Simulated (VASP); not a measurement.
# NiO2 (P-3m1) in VASP: further runs

The runs below take NiO2 through single point, relaxation of shape and atoms at fixed volume, relaxation of cell and atoms, with r2SCAN.

Program: VASP 6.6.1. These are calculated values, not measurements. Logs are shortened: lines on timing, memory, paths and dates and some standing lists are left out, and cuts for length are marked.

## Step 1: The cell of the first run

Symmetry: P-3m1, No. 164, trigonal system. The conventional cell has a = 2.771 Å, b = 2.771 Å, c = 4.348 Å, α = 90.00°, β = 90.00°, γ = 120.00°. Within 2.5 Å of Ni (site symmetry -3m) lie 6 O at 1.85 Å. O (site symmetry 3m) has 3 Ni at 1.85 Å and 3 O at 2.47 Å within 2.5 Å.

## Step 2: Single point, r2SCAN (volume scaled by 0.94, then relaxed in part)

POSCAR

```
NiO2
1.0
    2.7707847390      0.0000000000      0.0000000000
   -1.3853923695      2.3995699724      0.0000000000
    0.0000000000      0.0000000000      4.3476359295
Ni O
1 2
Direct
    0.0000000000      0.0000000000      0.5000000000
    0.6666666667      0.3333333333      0.7159019045
    0.3333333333      0.6666666667      0.2840980955
```

INCAR.step1

```
PREC = Accurate
ENCUT = 520
ISMEAR = 0
SIGMA = 0.02
LREAL = False
LASPH = True
NELM = 100
NBANDS = 18
GGA = PE
ALGO = Normal
EDIFF = 1E-4
LWAVE = True
LCHARG = False
```

INCAR.step2

```
PREC = Accurate
ENCUT = 520
EDIFF = 1E-7
ISMEAR = 0
SIGMA = 0.02
LREAL = False
LASPH = True
NELM = 100
ALGO = Normal
ISIF = 2
LWAVE = False
LCHARG = False
METAGGA = R2SCAN
LMIXTAU = True
NBANDS = 18
ISTART = 1
```

KPOINTS

```
regular mesh
0
Gamma
  12 12 6
```

Potentials or basis: VASP PAW PBE potentials, release 64 (Ni, O).

On the command line:

```
cat potpaw_PBE.64/Ni/POTCAR potpaw_PBE.64/O/POTCAR > POTCAR
cp INCAR.step1 INCAR
mpirun -np 1 vasp_std > vasp.out
cp INCAR.step2 INCAR
mpirun -np 1 vasp_std > vasp.out
```

OUTCAR:

```text
PREC = Accurate
   ENCUT = 520
   EDIFF = 1E-7
   ISMEAR = 0
   LREAL = False
   LASPH = True
   NELM = 100
   ISIF = 2
   METAGGA = R2SCAN
   ISTART = 1

 ion  position               nearest neighbor table
   1  0.000  0.000  0.500-   2 1.85   3 1.85   2 1.85   3 1.85   2 1.85   3 1.85
   2  0.667  0.333  0.716-   1 1.85   1 1.85   1 1.85
   3  0.333  0.667  0.284-   1 1.85   1 1.85   1 1.85

  LATTYP: Found a hexagonal cell.
 ALAT       =     2.7707847390
 C/A-ratio  =     1.5690991322

  Lattice vectors:

 A1 = (   2.7707847390,   0.0000000000,   0.0000000000)
 A2 = (  -1.3853923695,   2.3995699724,   0.0000000000)
 A3 = (   0.0000000000,   0.0000000000,   4.3476359295)

Analysis of symmetry for initial positions (statically):
=====================================================================
 Subroutine PRICEL returns:
 Original cell was already a primitive cell.

 Routine SETGRP: Setting up the symmetry group for a
 hexagonal supercell.

 Subroutine GETGRP returns: Found 12 space group operations
 (whereof 12 operations were pure point group operations)
 out of a pool of 24 trial point group operations.

The static configuration has the point symmetry D_3d.

Analysis of symmetry for dynamics (positions and initial velocities):
=====================================================================
 Subroutine PRICEL returns:
 Original cell was already a primitive cell.

 Routine SETGRP: Setting up the symmetry group for a
 hexagonal supercell.

 Subroutine GETGRP returns: Found 12 space group operations
 (whereof 12 operations were pure point group operations)
 out of a pool of 24 trial point group operations.

The dynamic configuration has the point symmetry D_3d.

 Subroutine INISYM returns: Found 12 space group operations
 (whereof 12 operations are pure point group operations),
 and found     1 'primitive' translations

----------------------------------------------------------------------------------------

                                     Primitive cell

  volume of cell :      28.9061

  direct lattice vectors                    reciprocal lattice vectors
     2.770784739  0.000000000  0.000000000     0.360908585  0.208370669  0.000000000
    -1.385392370  2.399569972  0.000000000     0.000000000  0.416741338  0.000000000
     0.000000000  0.000000000  4.347635929     0.000000000  0.000000000  0.230010060

  length of vectors
     2.770784739  2.770784739  4.347635929     0.416741338  0.416741338  0.230010060

  position of ions in fractional coordinates (direct lattice)
     0.000000000  0.000000000  0.500000000
     0.666666667  0.333333333  0.715901905
     0.333333333  0.666666667  0.284098095

  ion indices of the primitive-cell ions
   primitive index   ion index
                 1           1
                 2           2
                 3           3

----------------------------------------------------------------------------------------

 KPOINTS: regular mesh

Automatic generation of k-mesh.
 Grid dimensions read from file:
 generate k-points for:   12   12    6

 Generating k-lattice:

  Cartesian coordinates                     Fractional coordinates (reciprocal lattice)
     0.030075715  0.017364222  0.000000000     0.083333333  0.000000000  0.000000000
     0.000000000  0.034728445  0.000000000     0.000000000  0.083333333  0.000000000
     0.000000000  0.000000000  0.038335010     0.000000000  0.000000000  0.166666667

  Length of vectors
     0.034728445  0.034728445  0.038335010

  Shift w.r.t. Gamma in fractional coordinates (k-lattice)
     0.000000000  0.000000000  0.000000000

 Subroutine IBZKPT returns following result:
 ===========================================

 Found    100 irreducible k-points:

 Following reciprocal coordinates:
            Coordinates               Weight
  0.000000  0.000000  0.000000      1.000000
  0.083333  0.000000  0.000000      6.000000
  0.166667 -0.000000  0.000000      6.000000
  0.250000  0.000000  0.000000      6.000000
  0.333333  0.000000  0.000000      6.000000
  0.416667  0.000000  0.000000      6.000000
[... 16 lines left out ...]
  0.166667 -0.000000  0.166667      6.000000
  0.000000  0.166667  0.166667      6.000000
 [... further k-points ...]
   k-points           NKPTS =    100   k-points in BZ     NKDIM =    100   number of bands    NBANDS=     18
   number of dos      NEDOS =    301   number of ions     NIONS =      3
   total plane-waves  NPLWV =  18432
   dimension x,y,z NGX =    24 NGY =   24 NGZ =   32
   dimension x,y,z NGXF=    48 NGYF=   48 NGZF=   64
   ions per type =               1   2
   NGX,Y,Z   is equivalent  to a cutoff of  14.40, 14.40, 12.24 a.u.
   NGXF,Y,Z  is equivalent  to a cutoff of  28.80, 28.80, 24.47 a.u.
 SYSTEM =  unknown system
   PREC   = accura    normal or accurate (medium, high low for compatibility)
   ISTART =      1    job   : 0-new  1-cont  2-samecut
   ICHARG =      0    charge: 1-file 2-atom 10-const
   ISPIN  =      1    spin polarized calculation?
   LNONCOLLINEAR =      F non collinear calculations
   LSORBIT =      F    spin-orbit coupling
   LASPH  =      T    aspherical Exc in radial PAW
   ENCUT  =  520.0 eV  38.22 Ry    6.18 a.u.   5.15  5.15  8.08*2*pi/ulx,y,z
   NELM   =    100;   NELMIN=  2; NELMDL=  0     # of ELM steps
   EDIFF  = 0.1E-06   stopping-criterion for ELM
   LREAL  =      F    real-space projection
   EDIFFG = 0.1E-05   stopping-criterion for IOM
   NSW    =      0    number of steps for IOM
   IBRION =     -1    ionic relax: 0-MD 1-quasi-New 2-CG
   NFREE  =      0    steps in history (QN), initial steepest desc. (CG)
   ISIF   =      2    stress and relaxation
   ISYM   =      2    0-nonsym 1-usesym 2-fastsym
   POTIM  = 0.5000    time-step for ionic-motion
   TEBEG  =    0.0;   TEEND  =   0.0 temperature during run
   PSTRESS=    0.0 pullay stress
   NELECT =      22.0000    total number of electrons
   NUPDOWN=      -1.0000    fix difference up-down
   EMIN   =  10.00;   EMAX   =-10.00  energy-range for DOS
   EFERMI =   0.00;   METHOD = LEGACY
   ISMEAR =     0;   SIGMA  =   0.02  broadening in eV -4-tet -1-fermi 0-gaus
   EFERMI_NEDOS =   21; number of points for ismear=-14 and -15
   IALGO  =     38    algorithm
   IMIX   =      4    mixing-type and parameters
     AMIX     =   0.40;   BMIX     =  1.00
     AMIX_MAG =   1.60;   BMIX_MAG =  1.00
  volume/ion in A,a.u.               =       9.64        65.02
  Fermi-wavevector in a.u.,A,eV,Ry     =   1.494695  2.824564 30.396957  2.234113
  Thomas-Fermi vector in A             =   2.606935
   LORBIT       =      0    0 simple, 1 ext, 2 COOP (PROOUT), +10 PAW based schemes
   METAGGA = R2SCAN    functional components
   LHFCALC =     F    Hartree Fock is set to
   AEXX    =    0.0000 exact exchange contribution
   IVDW    =     0    specifies the selected vdW correction
   LEPSILON=     F    determine dielectric tensor
   LRPA    =     F    only Hartree local field effects (RPA)
 non-spin polarized calculation
 Gauss-broadening in eV      SIGMA  =   0.02
  energy-cutoff  :      520.00
  volume of cell :       28.91
 maximum number of plane-waves:       796
 NGX is ok and might be reduce to    24
   NGX = 11   NGY = 11   NGZ = 17

 number of electron      22.0000004 magnetization

 Free energy of the ion-electron system (eV)
  ---------------------------------------------------
  ext. energy  EPLUGINS =         0.00000000
  ---------------------------------------------------
  free energy    TOTEN  =       -26.45153108 eV

  energy without entropy =      -26.45153108  energy(sigma->0) =      -26.45153108

 E-fermi :   3.2463     XC(G=0): -12.1194

 val. band max:        3.0719838148   @ k =   0.0833   0.0833   0.5000
 cond. band min:       4.3597281687   @ k =   0.2500   0.0000   0.3333
 fundamental gap:      1.2877443539
 Fermi energy:         3.2463462427

 k-point     1 :       0.0000    0.0000    0.0000
  band No.  band energies     occupation
      1     -17.6674      2.00000
      2     -15.0287      2.00000
      3      -3.1225      2.00000
      4      -2.5722      2.00000
      5      -2.5722      2.00000
      6       0.6096      2.00000
[... 10 lines left out ...]
     17      24.4092      0.00000
     18      24.4092      0.00000

 k-point     2 :       0.0833    0.0000    0.0000
  band No.  band energies     occupation
      1     -17.5720      2.00000
      2     -15.0395      2.00000
      3      -3.0089      2.00000
      4      -2.5995      2.00000
      5      -2.5070      2.00000
      6       0.4060      2.00000
[... 10 lines left out ...]
     17      23.4888      0.00000
     18      24.6554      0.00000

 k-point     3 :       0.1667   -0.0000    0.0000
  band No.  band energies     occupation
      1     -17.2999      2.00000
      2     -15.0727      2.00000
      3      -2.7263      2.00000
      4      -2.6053      2.00000
      5      -2.3261      2.00000
      6      -0.2606      2.00000
[... 10 lines left out ...]
     17      21.8941      0.00000
     18      25.2270      0.00000

 k-point     4 :       0.2500    0.0000    0.0000
  band No.  band energies     occupation
      1     -16.8935      2.00000
      2     -15.1321      2.00000
      3      -2.7340      2.00000
      4      -2.1523      2.00000
      5      -2.0809      2.00000
      6      -1.1588      2.00000
[... 10 lines left out ...]
     17      20.5609      0.00000
     18      23.6658      0.00000

 k-point     5 :       0.3333    0.0000    0.0000
  band No.  band energies     occupation
      1     -16.4234      2.00000
      2     -15.2259      2.00000
      3      -2.9860      2.00000
      4      -1.8720      2.00000
      5      -1.7994      2.00000
      6      -1.4474      2.00000
[... 10 lines left out ...]
     17      20.3619      0.00000
     18      22.6546      0.00000

 k-point     6 :       0.4167    0.0000    0.0000
  band No.  band energies     occupation
      1     -15.9792      2.00000
      2     -15.3711      2.00000
      3      -3.4763      2.00000
      4      -1.7818      2.00000
      5      -1.6204      2.00000
      6      -1.0238      2.00000
[... 10 lines left out ...]
     17      20.9331      0.00000
     18      22.1240      0.00000

 k-point     7 :       0.5000    0.0000    0.0000
  band No.  band energies     occupation
      1     -15.6899      2.00000
      2     -15.5452      2.00000
      3      -3.6980      2.00000
      4      -1.7676      2.00000
      5      -1.3610      2.00000
      6      -0.9882      2.00000
[... 10 lines left out ...]
     17      21.2253      0.00000
     18      21.9304      0.00000

 k-point     8 :       0.0833    0.0833    0.0000
  band No.  band energies     occupation
      1     -17.3883      2.00000
      2     -15.0613      2.00000
      3      -2.7903      2.00000
      4      -2.6339      2.00000
      5      -2.3866      2.00000
      6       0.0368      2.00000
[... 10 lines left out ...]
     17      22.3451      0.00000
     18      24.7891      0.00000
[... 229 lines left out ...]
     17      19.9230      0.00000
     18      22.5224      0.00000

 k-point    20 :       0.0000    0.0000    0.1667
  band No.  band energies     occupation
      1     -17.6217      2.00000
      2     -15.1092      2.00000
      3      -2.9189      2.00000
      4      -2.5673      2.00000
      5      -2.5673      2.00000
      6       0.6081      2.00000
[... 10 lines left out ...]
     17      24.4100      0.00000
     18      24.4100      0.00000

 k-point    21 :       0.0833    0.0000    0.1667
  band No.  band energies     occupation
      1     -17.5273      2.00000
      2     -15.1159      2.00000
      3      -2.8731      2.00000
      4      -2.5428      2.00000
      5      -2.5083      2.00000
      6       0.3972      2.00000
[... 10 lines left out ...]
     17      23.5150      0.00000
     18      24.6847      0.00000

 k-point    22 :       0.0000    0.0833    0.1667
  band No.  band energies     occupation
      1     -17.5269      2.00000
      2     -15.1167      2.00000
      3      -2.8552      2.00000
      4      -2.5686      2.00000
      5      -2.4963      2.00000
      6       0.4033      2.00000
[... 10 lines left out ...]
     17      23.5735      0.00000
     18      24.6145      0.00000

 k-point    23 :       0.1667   -0.0000    0.1667
  band No.  band energies     occupation
      1     -17.2587      2.00000
      2     -15.1362      2.00000
      3      -2.8751      2.00000
      4      -2.3352      2.00000
      5      -2.3178      2.00000
      6      -0.2927      2.00000
[... 10 lines left out ...]
     17      21.9595      0.00000
     18      25.3429      0.00000

 k-point    24 :       0.0000    0.1667    0.1667
  band No.  band energies     occupation
      1     -17.2557      2.00000
      2     -15.1419      2.00000
      3      -2.7851      2.00000
      4      -2.4117      2.00000
      5      -2.3095      2.00000
      6      -0.2468      2.00000
[... 10 lines left out ...]
     17      22.0541      0.00000
     18      24.9822      0.00000

 [... further k-points ...]
[... 5 lines left out ...]
  --------------------------------------------------------------------------------------
  -------------------------------------------------------------------------------------
  Total        0.7016282      0.7016282      0.5388165      0.0000000      0.0000000      0.0000000
  in kB       38.8891307     38.8891307     29.8649702      0.0000000      0.0000000      0.0000000
  external PRESSURE =      35.8810772 kB  Pullay stress =       0.0000000 kB

 VOLUME and BASIS-vectors are now :
 -----------------------------------------------------------------------------
  energy-cutoff  :      520.00
  volume of cell :       28.91
      direct lattice vectors                 reciprocal lattice vectors
     2.770784739  0.000000000  0.000000000     0.360908585  0.208370669  0.000000000
    -1.385392370  2.399569972  0.000000000     0.000000000  0.416741338  0.000000000
     0.000000000  0.000000000  4.347635929     0.000000000  0.000000000  0.230010060

 POSITION                                       TOTAL-FORCE (eV/Angst)
 -----------------------------------------------------------------------------------
      0.00000      0.00000      2.17382        -0.000000      0.000000      0.000000
      1.38539      0.79986      3.11248        -0.000000      0.000000      0.144048
     -0.00000      1.59971      1.23516         0.000000      0.000000     -0.144048
 -----------------------------------------------------------------------------------
    total drift:                               -0.000000      0.000000     -0.000000

  FREE ENERGIE OF THE ION-ELECTRON SYSTEM (eV)
  ---------------------------------------------------
  free  energy   TOTEN  =       -26.4515310756 eV

  energy  without entropy=      -26.4515310756  energy(sigma->0) =      -26.45153108
```

It took 1.7 min on 1 thread of AMD EPYC 9R45 (Zen 5), shared host; peak memory 0.16 GiB.

Results:

```yaml
Free_energy: -26.4515 eV
Pressure: 3.6 GPa
Largest_force: 0.144 eV/Å
Band_gap_on_the_k_mesh: 1.29 eV, indirect (least direct gap 1.47 eV)
```

Forces on the atoms (eV/Å):
```
Ni   0.000  0.000  0.000
O    0.000  0.000  0.144
O    0.000  0.000 -0.144
```

Caveat: the PAW data sets were made with another functional, which shifts forces and pressure a little. A k mesh can miss the band edges.

[end of part 1 of 2]
